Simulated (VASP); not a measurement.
# CdS (P6_3mc) in VASP: further runs

The runs below take CdS through single point, relaxation of cell and atoms, with PBE+D3(BJ).

Everything below comes from runs of VASP 6.6.1. Logs are shortened: lines on timing, memory, paths and dates and some standing lists are left out, and cuts for length are marked.

### 1 The cell of the first run

The structure is hexagonal, space group P6_3mc (No. 186). Conventional cell: a = 4.144 Å, b = 4.144 Å, c = 6.746 Å, α = 90.00°, β = 90.00°, γ = 120.00°. Cd (site symmetry 3m) has 4 S at 2.53 to 2.54 Å within 3.3 Å. S (site symmetry 3m) has 4 Cd at 2.53 to 2.54 Å within 3.3 Å.

### 2 Single point, PBE+D3(BJ)

INCAR

```
SYSTEM = CdS
ALGO = Normal
EDIFF = 1E-6
ENCUT = 520
GGA = PE
ISIF = 2
ISMEAR = 0
IVDW = 12
LASPH = .True.
LCHARG = .False.
LREAL = .False.
LWAVE = .False.
NBANDS = 26
NELM = 80
PREC = Accurate
SIGMA = 0.02
```

KPOINTS

```
k-points
0
Gamma
  6 6 4
  0 0 0
```

POSCAR

```
CdS
1.0
    4.1442884598      0.0000000000      0.0000000000
   -2.0721442299      3.5890590868      0.0000000000
    0.0000000000      0.0000000000      6.7462375621
Cd S
2 2
Direct
    0.3333333333      0.6666666667     -0.0006967336
    0.6666666667      0.3333333333      0.4993032664
    0.3333333333      0.6666666667      0.3756967336
    0.6666666667      0.3333333333      0.8756967336
```

Potentials or basis: VASP PAW PBE potentials, release 64 (Cd, S).

Command:

```sh
> cat potpaw_PBE.64/Cd/POTCAR potpaw_PBE.64/S/POTCAR > POTCAR
> mpirun -np 1 vasp_std > vasp.out
```

OUTCAR:

```text
SYSTEM = CdS
   EDIFF = 1E-6
   ENCUT = 520
   GGA = PE
   ISIF = 2
   ISMEAR = 0
   IVDW = 12
   LASPH = .True.
   LREAL = .False.
   NELM = 80
   PREC = Accurate
 IVDW          = 12

 ion  position               nearest neighbor table
   1  0.333  0.667  0.999-   4 2.53   4 2.53   4 2.53   3 2.54
   2  0.667  0.333  0.499-   3 2.53   3 2.53   3 2.53   4 2.54
   3  0.333  0.667  0.376-   2 2.53   2 2.53   2 2.53   1 2.54
   4  0.667  0.333  0.876-   1 2.53   1 2.53   1 2.53   2 2.54

  LATTYP: Found a hexagonal cell.
 ALAT       =     4.1442884598
 C/A-ratio  =     1.6278397673

  Lattice vectors:

 A1 = (   4.1442884598,   0.0000000000,   0.0000000000)
 A2 = (  -2.0721442299,   3.5890590868,   0.0000000000)
 A3 = (   0.0000000000,   0.0000000000,   6.7462375621)

Analysis of symmetry for initial positions (statically):
=====================================================================
 Subroutine PRICEL returns:
 Original cell was already a primitive cell.

 Routine SETGRP: Setting up the symmetry group for a
 hexagonal supercell.

 Subroutine GETGRP returns: Found 12 space group operations
 (whereof  6 operations were pure point group operations)
 out of a pool of 24 trial point group operations.

The static configuration has the point symmetry C_3v.
 The point group associated with its full space group is C_6v.

Analysis of symmetry for dynamics (positions and initial velocities):
=====================================================================
 Subroutine PRICEL returns:
 Original cell was already a primitive cell.

 Routine SETGRP: Setting up the symmetry group for a
 hexagonal supercell.

 Subroutine GETGRP returns: Found 12 space group operations
 (whereof  6 operations were pure point group operations)
 out of a pool of 24 trial point group operations.

The dynamic configuration has the point symmetry C_3v.
 The point group associated with its full space group is C_6v.

 Subroutine INISYM returns: Found 12 space group operations
 (whereof  6 operations are pure point group operations),
 and found     1 'primitive' translations

----------------------------------------------------------------------------------------

                                     Primitive cell

  volume of cell :     100.3442

  direct lattice vectors                    reciprocal lattice vectors
     4.144288460  0.000000000  0.000000000     0.241295945  0.139312279  0.000000000
    -2.072144230  3.589059087  0.000000000     0.000000000  0.278624558  0.000000000
     0.000000000  0.000000000  6.746237562     0.000000000  0.000000000  0.148230772

  length of vectors
     4.144288460  4.144288460  6.746237562     0.278624558  0.278624558  0.148230772

  position of ions in fractional coordinates (direct lattice)
     0.333333333  0.666666667  0.999303266
     0.666666667  0.333333333  0.499303266
     0.333333333  0.666666667  0.375696734
     0.666666667  0.333333333  0.875696734

  ion indices of the primitive-cell ions
   primitive index   ion index
                 1           1
                 2           2
                 3           3
                 4           4

----------------------------------------------------------------------------------------

 KPOINTS: k-points

Automatic generation of k-mesh.
 Grid dimensions read from file:
 generate k-points for:    6    6    4

 Generating k-lattice:

  Cartesian coordinates                     Fractional coordinates (reciprocal lattice)
     0.040215991  0.023218713  0.000000000     0.166666667  0.000000000  0.000000000
     0.000000000  0.046437426  0.000000000     0.000000000  0.166666667  0.000000000
     0.000000000  0.000000000  0.037057693     0.000000000  0.000000000  0.250000000

  Length of vectors
     0.046437426  0.046437426  0.037057693

  Shift w.r.t. Gamma in fractional coordinates (k-lattice)
     0.000000000  0.000000000  0.000000000

 Subroutine IBZKPT returns following result:
 ===========================================

 Found     21 irreducible k-points:

 Following reciprocal coordinates:
            Coordinates               Weight
  0.000000  0.000000  0.000000      1.000000
  0.166667 -0.000000  0.000000      6.000000
  0.333333  0.000000  0.000000      6.000000
  0.500000  0.000000  0.000000      3.000000
  0.166667  0.166667  0.000000      6.000000
  0.333333  0.166667  0.000000     12.000000
[... 13 lines left out ...]
  0.333333  0.166667  0.500000     12.000000
  0.333333  0.333333  0.500000      2.000000
   k-points           NKPTS =     21   k-points in BZ     NKDIM =     21   number of bands    NBANDS=     26
   number of dos      NEDOS =    301   number of ions     NIONS =      4
   total plane-waves  NPLWV =  51200
   dimension x,y,z NGX =    32 NGY =   32 NGZ =   50
   dimension x,y,z NGXF=    64 NGYF=   64 NGZF=  100
   ions per type =               2   2
   NGX,Y,Z   is equivalent  to a cutoff of  12.84, 12.84, 12.32 a.u.
   NGXF,Y,Z  is equivalent  to a cutoff of  25.67, 25.67, 24.64 a.u.
 SYSTEM =  CdS
   PREC   = accura    normal or accurate (medium, high low for compatibility)
   ISTART =      0    job   : 0-new  1-cont  2-samecut
   ICHARG =      2    charge: 1-file 2-atom 10-const
   ISPIN  =      1    spin polarized calculation?
   LNONCOLLINEAR =      F non collinear calculations
   LSORBIT =      F    spin-orbit coupling
   LASPH  =      T    aspherical Exc in radial PAW
   ENCUT  =  520.0 eV  38.22 Ry    6.18 a.u.   7.71  7.71 12.54*2*pi/ulx,y,z
   NELM   =     80;   NELMIN=  2; NELMDL= -5     # of ELM steps
   EDIFF  = 0.1E-05   stopping-criterion for ELM
   LREAL  =      F    real-space projection
   EDIFFG = 0.1E-04   stopping-criterion for IOM
   NSW    =      0    number of steps for IOM
   IBRION =     -1    ionic relax: 0-MD 1-quasi-New 2-CG
   NFREE  =      0    steps in history (QN), initial steepest desc. (CG)
   ISIF   =      2    stress and relaxation
   ISYM   =      2    0-nonsym 1-usesym 2-fastsym
   POTIM  = 0.5000    time-step for ionic-motion
   TEBEG  =    0.0;   TEEND  =   0.0 temperature during run
   PSTRESS=    0.0 pullay stress
   NELECT =      36.0000    total number of electrons
   NUPDOWN=      -1.0000    fix difference up-down
   EMIN   =  10.00;   EMAX   =-10.00  energy-range for DOS
   EFERMI =   0.00;   METHOD = LEGACY
   ISMEAR =     0;   SIGMA  =   0.02  broadening in eV -4-tet -1-fermi 0-gaus
   EFERMI_NEDOS =   21; number of points for ismear=-14 and -15
   IALGO  =     38    algorithm
   IMIX   =      4    mixing-type and parameters
     AMIX     =   0.40;   BMIX     =  1.00
     AMIX_MAG =   1.60;   BMIX_MAG =  1.00
  volume/ion in A,a.u.               =      25.09       169.29
  Fermi-wavevector in a.u.,A,eV,Ry     =   1.163264  2.198250 18.411172  1.353183
  Thomas-Fermi vector in A             =   2.299816
   LORBIT       =      0    0 simple, 1 ext, 2 COOP (PROOUT), +10 PAW based schemes
   GGA     = PE    functional components
   LHFCALC =     F    Hartree Fock is set to
   AEXX    =    0.0000 exact exchange contribution
   IVDW    =    12    specifies the selected vdW correction
   LEPSILON=     F    determine dielectric tensor
   LRPA    =     F    only Hartree local field effects (RPA)
 non-spin polarized calculation
 Gauss-broadening in eV      SIGMA  =   0.02
  energy-cutoff  :      520.00
  volume of cell :      100.34
 maximum number of plane-waves:      2731
 NGX is ok and might be reduce to    32
   NGX = 15   NGY = 15   NGZ = 25

 number of electron      35.9999996 magnetization

 Free energy of the ion-electron system (eV)
  ---------------------------------------------------
  ext. energy  EPLUGINS =         0.00000000
  ---------------------------------------------------
  free energy    TOTEN  =       -12.26449700 eV

  energy without entropy =      -12.26449700  energy(sigma->0) =      -12.26449700

 E-fermi :   1.3078     XC(G=0):  -9.0913

 val. band max:        1.2191331677   @ k =   0.0000   0.0000   0.0000
 cond. band min:       2.4198816510   @ k =   0.0000   0.0000   0.0000
 fundamental gap:      1.2007484833
 Fermi energy:         1.3078011487

 k-point     1 :       0.0000    0.0000    0.0000
  band No.  band energies     occupation
      1     -11.0867      2.00000
      2     -10.6652      2.00000
      3      -6.4509      2.00000
      4      -6.4436      2.00000
      5      -6.4436      2.00000
      6      -6.3612      2.00000
[... 18 lines left out ...]
     25       8.8023      0.00000
     26       8.9031      0.00000

 k-point     2 :       0.1667   -0.0000    0.0000
  band No.  band energies     occupation
      1     -10.9938      2.00000
      2     -10.6252      2.00000
      3      -6.4201      2.00000
      4      -6.4068      2.00000
      5      -6.3719      2.00000
      6      -6.3140      2.00000
[... 18 lines left out ...]
     25       8.7513      0.00000
     26       9.3752      0.00000

 k-point     3 :       0.3333    0.0000    0.0000
  band No.  band energies     occupation
      1     -10.7932      2.00000
      2     -10.5584      2.00000
      3      -6.3671      2.00000
      4      -6.3506      2.00000
      5      -6.2292      2.00000
      6      -6.2019      2.00000
[... 18 lines left out ...]
     25       9.5487      0.00000
     26      10.0390      0.00000

 k-point     4 :       0.5000    0.0000    0.0000
  band No.  band energies     occupation
      1     -10.6748      2.00000
      2     -10.5428      2.00000
      3      -6.3518      2.00000
      4      -6.3335      2.00000
      5      -6.1517      2.00000
      6      -6.1503      2.00000
[... 18 lines left out ...]
     25       9.5900      0.00000
     26      11.3570      0.00000
[... 409 lines left out ...]
      1     -10.7011      2.00000
      2     -10.7011      2.00000
      3      -6.3219      2.00000
      4      -6.3219      2.00000
      5      -6.2954      2.00000
      6      -6.2954      2.00000
[... 18 lines left out ...]
     25       9.2197      0.00000
     26       9.2197      0.00000

 k-point    20 :       0.3333    0.1667    0.5000
  band No.  band energies     occupation
      1     -10.5996      2.00000
      2     -10.5996      2.00000
      3      -6.2948      2.00000
      4      -6.2948      2.00000
      5      -6.2476      2.00000
      6      -6.2476      2.00000
[... 18 lines left out ...]
     25       9.6902      0.00000
     26       9.6902      0.00000

 k-point    21 :       0.3333    0.3333    0.5000
  band No.  band energies     occupation
      1     -10.5669      2.00000
      2     -10.5669      2.00000
      3      -6.2637      2.00000
      4      -6.2637      2.00000
      5      -6.2479      2.00000
      6      -6.2479      2.00000
[... 18 lines left out ...]
     25      10.5573      0.00000
     26      10.5573      0.00000

------------------------ aborting loop because EDIFF is reached ----------------------------------------

 Edisp (eV)   -1.21105

 E8    (eV) :    -0.4935

  FORCE on cell =-STRESS in cart. coord.  units (eV):
  Direction    XX          YY          ZZ          XY          YZ          ZX
  --------------------------------------------------------------------------------------
  -------------------------------------------------------------------------------------
  Total       0.20493     0.20493     0.20924     0.00000     0.00000    -0.00000
  in kB       3.27204     3.27204     3.34085     0.00000     0.00000    -0.00000
  external pressure =        3.29 kB  Pullay stress =        0.00 kB

 VOLUME and BASIS-vectors are now :
 -----------------------------------------------------------------------------
  energy-cutoff  :      520.00
  volume of cell :      100.34
      direct lattice vectors                 reciprocal lattice vectors
     4.144288460  0.000000000  0.000000000     0.241295945  0.139312279  0.000000000
    -2.072144230  3.589059087  0.000000000     0.000000000  0.278624558  0.000000000
     0.000000000  0.000000000  6.746237562     0.000000000  0.000000000  0.148230772

 POSITION                                       TOTAL-FORCE (eV/Angst)
 -----------------------------------------------------------------------------------
     -0.00000      2.39271      6.74154        -0.000000      0.000000      0.002703
      2.07214      1.19635      3.36842         0.000000     -0.000000      0.002703
     -0.00000      2.39271      2.53454         0.000000      0.000000     -0.002703
      2.07214      1.19635      5.90766        -0.000000     -0.000000     -0.002703
 -----------------------------------------------------------------------------------
    total drift:                               -0.000000     -0.000000     -0.001177

  FREE ENERGIE OF THE ION-ELECTRON SYSTEM (eV)
  ---------------------------------------------------
  free  energy   TOTEN  =       -13.4755431313 eV

  energy  without entropy=      -13.4755431313  energy(sigma->0) =      -13.47554313
```

It took 82 s on 1 thread of AMD EPYC 7R43 (Zen 3), shared host; peak memory 0.19 GiB.

Results:

* Free energy: -13.4755 eV
* Pressure: 0.3 GPa
* Band gap on the k mesh: 1.20 eV, direct
* Dispersion energy per atom: -0.303 eV

Forces in eV/Å, atoms in the order of the input:
```
Cd   0.000  0.000  0.003
Cd   0.000  0.000  0.003
S    0.000  0.000 -0.003
S    0.000  0.000 -0.003
```

Expect the measured gap to be larger: semilocal functionals such as PBE lack the derivative discontinuity.

(Part 1 of 2 ends here.)
